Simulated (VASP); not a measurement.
# Ni (C2/c) in VASP: notebook

Ni is run at these levels: RPBE; tasks: single point.

Program: VASP 6.6.1. These are calculated values, not measurements. Logs are shortened: lines on timing, memory, paths and dates and some standing lists are left out, and cuts for length are marked.

## Step 1: The cell of the first run

The typed cell holds 2 atoms: a = 2.441 Å, b = 2.441 Å, c = 4.695 Å, α = 105.06°, β = 105.06°, γ = 120.01°.

This isn't the form of Ni at room conditions, which is fcc.

## Step 2: Single point, RPBE, collinear spin, ferromagnetic start (10.35 Å³/atom)

INCAR reads:

```
ALGO = Normal
EDIFF = 1E-6
ENCUT = 520
GGA = RP
ISIF = 2
ISMEAR = -1
ISPIN = 2
LASPH = T
LCHARG = F
LMAXMIX = 4
LORBIT = 11
LREAL = F
LWAVE = F
MAGMOM = 0.698 0.698
NBANDS = 21
NELM = 150
PREC = Accurate
SIGMA = 0.05
```

KPOINTS reads:

```
k-points
0
Gamma
  18 18 9
```

POSCAR reads:

```
Ni
1.0
   -1.6392895815      1.3500885526      1.2029160043
    1.3500885526     -1.6392895815      1.2029160043
    3.0853318174      3.0853318174     -1.7325882183
Ni
2
Direct
    0.9584903673      0.0415096327      0.0000000000
    0.7915096327      0.2084903673      0.5000000000
```

Potentials or basis: VASP PAW PBE potentials, release 64 (Ni).

Launch:

```bash
cat potpaw_PBE.64/Ni/POTCAR > POTCAR
mpirun -np 1 vasp_std > vasp.out
```

OUTCAR:

```text
EDIFF = 1E-6
   ENCUT = 520
   GGA = RP
   ISIF = 2
   ISMEAR = -1
   ISPIN = 2
   LASPH = T
   LORBIT = 11
   LREAL = F
   NELM = 150
   PREC = Accurate

 ion  position               nearest neighbor table
   1  0.958  0.042  0.000-   2 2.45   2 2.45   2 2.45   2 2.45   2 2.45   2 2.45
   2  0.792  0.208  0.500-   1 2.45   1 2.45   1 2.45   1 2.45   1 2.45   1 2.45

  Warning from LATTYP: Got some problem with cell dimensions!
  Tried to take original basis but could not verify dimensions!
  LATTYP: Found a base centered monoclinic cell.
 ALAT       =     2.4403487709
 B/A-ratio  =     1.7323831539
 C/A-ratio  =     1.6437110487
 COS(beta)  =    -0.0002475951

  Lattice vectors:

 A1 = (   1.6392895815,  -1.3500885526,  -1.2029160043)
 A2 = (  -1.3500885526,   1.6392895815,  -1.2029160043)
 A3 = (   2.7961307885,   2.7961307885,   0.6732437903)

Analysis of symmetry for initial positions (statically):
=====================================================================
 Subroutine PRICEL returns:
 Original cell was already a primitive cell.

 Routine SETGRP: Setting up the symmetry group for a
 base centered monoclinic supercell.

 Subroutine GETGRP returns: Found  4 space group operations
 (whereof  2 operations were pure point group operations)
 out of a pool of  4 trial point group operations.

The static configuration has the point symmetry C_2 .
 The point group associated with its full space group is C_2h.

Analysis of symmetry for dynamics (positions and initial velocities):
=====================================================================
 Subroutine PRICEL returns:
 Original cell was already a primitive cell.

 Routine SETGRP: Setting up the symmetry group for a
 base centered monoclinic supercell.

 Subroutine GETGRP returns: Found  4 space group operations
 (whereof  2 operations were pure point group operations)
 out of a pool of  4 trial point group operations.

The dynamic configuration has the point symmetry C_2 .
 The point group associated with its full space group is C_2h.

Analysis of structural, dynamic, and magnetic symmetry:
=====================================================================
 Subroutine PRICEL returns:
 Original cell was already a primitive cell.

 Routine SETGRP: Setting up the symmetry group for a
 base centered monoclinic supercell.

 Subroutine GETGRP returns: Found  4 space group operations
 (whereof  2 operations were pure point group operations)
 out of a pool of  4 trial point group operations.

The overall configuration has the point symmetry C_2 .
 The point group associated with its full space group is C_2h.

 Subroutine INISYM returns: Found  4 space group operations
 (whereof  2 operations are pure point group operations),
 and found     1 'primitive' translations

----------------------------------------------------------------------------------------

                                     Primitive cell

  volume of cell :      20.6916

  direct lattice vectors                    reciprocal lattice vectors
    -1.639289581  1.350088553  1.202916004    -0.042103033  0.292414701  0.445746165
     1.350088553 -1.639289581  1.202916004     0.292414701 -0.042103033  0.445746165
     3.085331817  3.085331817 -1.732588218     0.173788502  0.173788502  0.041781649

  length of vectors
     2.440699970  2.440699970  4.694721161     0.534760382  0.534760382  0.249300207

  position of ions in fractional coordinates (direct lattice)
     0.958490367  0.041509633  0.000000000
     0.791509633  0.208490367  0.500000000

  ion indices of the primitive-cell ions
   primitive index   ion index
                 1           1
                 2           2

----------------------------------------------------------------------------------------

 KPOINTS: k-points

Automatic generation of k-mesh.
 Grid dimensions read from file:
 generate k-points for:   18   18    9

 Generating k-lattice:

  Cartesian coordinates                     Fractional coordinates (reciprocal lattice)
    -0.002339057  0.016245261  0.024763676     0.055555556  0.000000000 -0.000000000
     0.016245261 -0.002339057  0.024763676     0.000000000  0.055555556 -0.000000000
     0.019309834  0.019309834  0.004642405     0.000000000  0.000000000  0.111111111

  Length of vectors
     0.029708910  0.029708910  0.027700023

  Shift w.r.t. Gamma in fractional coordinates (k-lattice)
     0.000000000  0.000000000  0.000000000

 Subroutine IBZKPT returns following result:
 ===========================================

 Found    775 irreducible k-points:

 Following reciprocal coordinates:
            Coordinates               Weight
  0.000000  0.000000  0.000000      1.000000
  0.055556  0.000000 -0.000000      4.000000
  0.111111  0.000000 -0.000000      4.000000
  0.166667 -0.000000  0.000000      4.000000
  0.222222  0.000000  0.000000      4.000000
  0.277778  0.000000  0.000000      4.000000
[... 16 lines left out ...]
 -0.277778  0.055556  0.000000      4.000000
 -0.222222  0.055556  0.000000      4.000000
 [... further k-points ...]
   k-points           NKPTS =    775   k-points in BZ     NKDIM =    775   number of bands    NBANDS=     21
   number of dos      NEDOS =    301   number of ions     NIONS =      2
   total plane-waves  NPLWV =  11664
   dimension x,y,z NGX =    18 NGY =   18 NGZ =   36
   dimension x,y,z NGXF=    36 NGYF=   36 NGZF=   72
   ions per type =               2
   NGX,Y,Z   is equivalent  to a cutoff of  12.26, 12.26, 12.75 a.u.
   NGXF,Y,Z  is equivalent  to a cutoff of  24.52, 24.52, 25.50 a.u.
 SYSTEM =  unknown system
   PREC   = accura    normal or accurate (medium, high low for compatibility)
   ISTART =      0    job   : 0-new  1-cont  2-samecut
   ICHARG =      2    charge: 1-file 2-atom 10-const
   ISPIN  =      2    spin polarized calculation?
   LNONCOLLINEAR =      F non collinear calculations
   LSORBIT =      F    spin-orbit coupling
   LASPH  =      T    aspherical Exc in radial PAW
   ENCUT  =  520.0 eV  38.22 Ry    6.18 a.u.   4.54  4.54  8.73*2*pi/ulx,y,z
   NELM   =    150;   NELMIN=  2; NELMDL= -5     # of ELM steps
   EDIFF  = 0.1E-05   stopping-criterion for ELM
   LREAL  =      F    real-space projection
   EDIFFG = 0.1E-04   stopping-criterion for IOM
   NSW    =      0    number of steps for IOM
   IBRION =     -1    ionic relax: 0-MD 1-quasi-New 2-CG
   NFREE  =      0    steps in history (QN), initial steepest desc. (CG)
   ISIF   =      2    stress and relaxation
   ISYM   =      2    0-nonsym 1-usesym 2-fastsym
   POTIM  = 0.5000    time-step for ionic-motion
   TEBEG  =    0.0;   TEEND  =   0.0 temperature during run
   PSTRESS=    0.0 pullay stress
   NELECT =      20.0000    total number of electrons
   NUPDOWN=      -1.0000    fix difference up-down
   EMIN   =  10.00;   EMAX   =-10.00  energy-range for DOS
   EFERMI =   0.00;   METHOD = LEGACY
   ISMEAR =    -1;   SIGMA  =   0.05  broadening in eV -4-tet -1-fermi 0-gaus
   EFERMI_NEDOS =   21; number of points for ismear=-14 and -15
   IALGO  =     38    algorithm
   IMIX   =      4    mixing-type and parameters
     AMIX     =   0.40;   BMIX     =  1.00
     AMIX_MAG =   1.60;   BMIX_MAG =  1.00
  volume/ion in A,a.u.               =      10.35        69.82
  Fermi-wavevector in a.u.,A,eV,Ry     =   1.618651  3.058806 35.647671  2.620030
  Thomas-Fermi vector in A             =   2.712879
   LORBIT       =     11    0 simple, 1 ext, 2 COOP (PROOUT), +10 PAW based schemes
   GGA     = RP    functional components
   LHFCALC =     F    Hartree Fock is set to
   AEXX    =    0.0000 exact exchange contribution
   IVDW    =     0    specifies the selected vdW correction
   LEPSILON=     F    determine dielectric tensor
   LRPA    =     F    only Hartree local field effects (RPA)
 spin polarized calculation
  energy-cutoff  :      520.00
  volume of cell :       20.69
 maximum number of plane-waves:       574
   NGX =  9   NGY =  9   NGZ = 17

 number of electron      20.0000004 magnetization       1.2022719

 Free energy of the ion-electron system (eV)
  ---------------------------------------------------
  ext. energy  EPLUGINS =         0.00000000
  ---------------------------------------------------
  free energy    TOTEN  =        -9.77830575 eV

  energy without entropy =       -9.74537506  energy(sigma->0) =       -9.76184040

 E-fermi :  10.2828     XC(G=0): -13.4318

 val. band max:       10.2828110604   @ k =  -0.1111   0.5000   0.2222
 cond. band min:      10.2835498368   @ k =  -0.3889   0.2222   0.4444
 fundamental gap:      0.0007387764
 Fermi energy:        10.2828231713

 spin component 1

 k-point     1 :       0.0000    0.0000    0.0000
  band No.  band energies     occupation
      1       0.9062      1.00000
      2       5.1666      1.00000
      3       7.7076      1.00000
      4       7.8153      1.00000
      5       7.8184      1.00000
      6       8.1025      1.00000
[... 550 lines left out ...]
      5       7.7328      1.00000
      6       8.0369      1.00000
[... 13 lines left out ...]
     20      38.3443      0.00000
     21      39.4449      0.00000

 [... further k-points ...]

 spin component 2

 k-point     1 :       0.0000    0.0000    0.0000
  band No.  band energies     occupation
      1       0.8503      1.00000
      2       5.5458      1.00000
      3       8.3982      1.00000
      4       8.4730      1.00000
      5       8.4757      1.00000
      6       8.7800      1.00000
[... 550 lines left out ...]
      5       8.3811      1.00000
      6       8.6628      1.00000
[... 13 lines left out ...]
     20      38.3534      0.00000
     21      39.4512      0.00000

 [... further k-points ...]

------------------------ aborting loop because EDIFF is reached ----------------------------------------

  FORCE on cell =-STRESS in cart. coord.  units (eV):
  Direction    XX          YY          ZZ          XY          YZ          ZX
  --------------------------------------------------------------------------------------
  -------------------------------------------------------------------------------------
  Total        2.3224616      2.3224616      2.3144601      0.0065974      0.0001022      0.0001022
  in kB      179.8307758    179.8307758    179.2112035      0.5108459      0.0079133      0.0079096
  external PRESSURE =     179.6242517 kB  Pullay stress =       0.0000000 kB

 VOLUME and BASIS-vectors are now :
 -----------------------------------------------------------------------------
  energy-cutoff  :      520.00
  volume of cell :       20.69
      direct lattice vectors                 reciprocal lattice vectors
    -1.639289581  1.350088553  1.202916004    -0.042103033  0.292414701  0.445746165
     1.350088553 -1.639289581  1.202916004     0.292414701 -0.042103033  0.445746165
     3.085331817  3.085331817 -1.732588218     0.173788502  0.173788502  0.041781649

 POSITION                                       TOTAL-FORCE (eV/Angst)
 -----------------------------------------------------------------------------------
     -1.51520      1.22600      1.20292         0.003976     -0.003976      0.000000
      0.52663      2.26950      0.33662        -0.003976      0.003976     -0.000000
 -----------------------------------------------------------------------------------
    total drift:                               -0.000000      0.000000     -0.000000

  FREE ENERGIE OF THE ION-ELECTRON SYSTEM (eV)
  ---------------------------------------------------
  free  energy   TOTEN  =        -9.7783057489 eV

  energy  without entropy=       -9.7453750580  energy(sigma->0) =       -9.76184040

 total charge

# of ion       s       p       d       tot
------------------------------------------
    1        0.517   0.542   8.341   9.399
    2        0.517   0.542   8.341   9.399
--------------------------------------------------
tot          1.034   1.083  16.681  18.798

 magnetization (x)

# of ion       s       p       d       tot
------------------------------------------
    1       -0.006  -0.027   0.643   0.609
    2       -0.006  -0.027   0.643   0.609
--------------------------------------------------
tot         -0.012  -0.055   1.285   1.219
```

Wall time 4.2 min (1 thread of Intel Xeon 6975P-C (Granite Rapids), shared host); peak memory 0.52 GiB.

What came out:

| Property | Result |
| --- | --- |
| Free energy | -9.7783 eV |
| Pressure | 18.0 GPa |
| Largest force | 0.006 eV/Å |
| Net moment | 1.20 μB per cell |
| Site moments | Ni +0.61 μB |
| Valence electrons inside the program's atomic spheres | Ni 9.40 |

Forces in eV/Å, atoms in the order of the input:
```
Ni   0.004 -0.004  0.000
Ni  -0.004  0.004  0.000
```

Stress tensor (GPa, compression positive):
```
17.98  0.05  0.00
 0.05 17.98  0.00
 0.00  0.00 17.92
```

Caveat: the cell stands under pressure; the PAW data sets were made with another functional, which shifts forces and pressure a little.

## Step 3: Single point, RPBE, collinear spin, ferromagnetic start (11.70 Å³/atom)

This run uses another cell than the first one, of 11.70 Å³/atom.

INCAR reads:

```
PREC = Accurate
ENCUT = 520
EDIFF = 1E-6
ISMEAR = -1
SIGMA = 0.05
LREAL = F
LASPH = T
NELM = 150
ALGO = Normal
ISIF = 2
LWAVE = F
LCHARG = F
ISPIN = 2
MAGMOM = 0.698 0.698
LORBIT = 11
LMAXMIX = 4
GGA = RP
NBANDS = 21
```

KPOINTS reads:

```
regular mesh
0
Gamma
  18 18 9
```

POSCAR reads:

```
Ni
1.0
   -1.7076709194      1.4064061567      1.2530944515
    1.4064061567     -1.7076709194      1.2530944515
    3.2140333720      3.2140333720     -1.8048614162
Ni
2
Direct
    0.9584903673      0.0415096327      0.0000000000
    0.7915096327      0.2084903673      0.5000000000
```

Potentials or basis: VASP PAW PBE potentials, release 64 (Ni).

Launch:

```bash
cat potpaw_PBE.64/Ni/POTCAR > POTCAR
mpirun -np 1 vasp_std > vasp.out
```

Run time: 15 min. Hardware: 1 thread of Oxide Virtual Turin-like, shared host; peak memory 0.53 GiB.

It converged, with:

| Item | Value |
| --- | --- |
| Free energy | -9.8540 eV |
| Pressure | -6.1 GPa |
| Largest force | 0.004 eV/Å |
| Net moment | 1.26 μB per cell |
| Site moments | Ni +0.65 μB |
| Valence electrons inside the program's atomic spheres | Ni 9.19 |

Forces in eV/Å, atoms in the order of the input:
```
Ni   0.003 -0.003  0.000
Ni  -0.003  0.003  0.000
```

Levels at points of the mesh, in eV from the Fermi level:
Spin up:
| k point | band 7 | band 8 | band 9 | band 10 | band 11 | band 12 | band 13 | band 14 | band 15 | band 16 |
| --- | --- | --- | --- | --- | --- | --- | --- | --- | --- | --- |
| (0.00, 0.00, 0.00) | -1.95 | -1.58 | -1.57 | -0.74 | -0.74 | -0.25 | 5.09 | 21.96 | 23.31 | 23.33 |
| (0.50, 0.00, 0.00) | -0.98 | -0.98 | -0.59 | -0.59 | 1.43 | 1.43 | 6.26 | 6.26 | 17.39 | 17.39 |
| (0.50, 0.50, 0.00) | -1.93 | -0.65 | -0.59 | -0.55 | 1.05 | 2.78 | 8.86 | 9.31 | 11.76 | 12.44 |
Spin down:
| k point | band 5 | band 6 | band 7 | band 8 | band 9 | band 10 | band 11 | band 12 | band 13 | band 14 |
| --- | --- | --- | --- | --- | --- | --- | --- | --- | --- | --- |
| (0.00, 0.00, 0.00) | -1.49 | -1.24 | -1.24 | -0.89 | -0.88 | -0.35 | -0.02 | -0.01 | 5.48 | 21.77 |
| (0.50, 0.00, 0.00) | -0.81 | -0.81 | -0.34 | -0.34 | 0.20 | 0.20 | 1.53 | 1.53 | 6.56 | 6.57 |
| (0.50, 0.50, 0.00) | -1.58 | -1.56 | -1.23 | 0.13 | 0.15 | 0.24 | 1.51 | 3.14 | 8.93 | 9.38 |

Caveat: the cell stands under tension; the PAW data sets were made with another functional, which shifts forces and pressure a little.
